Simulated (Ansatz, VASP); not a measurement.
**Two plane-wave programs on TiNi**

```
Ti Ni
1.0
     2.73580    0.00000    0.00000
     0.00000    2.73580    0.00000
     0.00000    0.00000    3.58141
Ti Ni
1 1
Direct
  0.50000 0.50000 0.50000
  0.00000 0.00000 0.00000
```

Alike in both runs: task single point; functional PBEsol; k mesh 20 × 20 × 14; occupations gaussian, width 0.15 eV; no spin polarisation.

|  | VASP | Ansatz |
| --- | --- | --- |
| version | VASP 6.6.1 | Ansatz 0.2.0 |
| potentials or method | VASP PAW PBE potentials, release 64 (Ti_sv, Ni), cutoff 520 eV | scalar-relativistic, plane waves, PAW |
| valence electrons in the cell | 22 | 30 |

|  | VASP | Ansatz | Ansatz less VASP |
| --- | --- | --- | --- |
| gap on the k mesh at the Fermi level (eV) | none | none | - |
| pressure (GPa) | -6.3 | -6.3 | +0.07 |
| traceless stress, the component that is largest in VASP (GPa) | -1.50 | -1.40 | +0.109 |

VASP's potentials were made for PBE, not for PBEsol. A gap of «none» marks a metal or a gap that the smearing closes. With one functional, cell and mesh, what is left measures potentials, basis and numerics. VASP's potentials hold 22 valence electrons a cell and Ansatz's 30, so a difference there can come from the potentials and not from the codes.
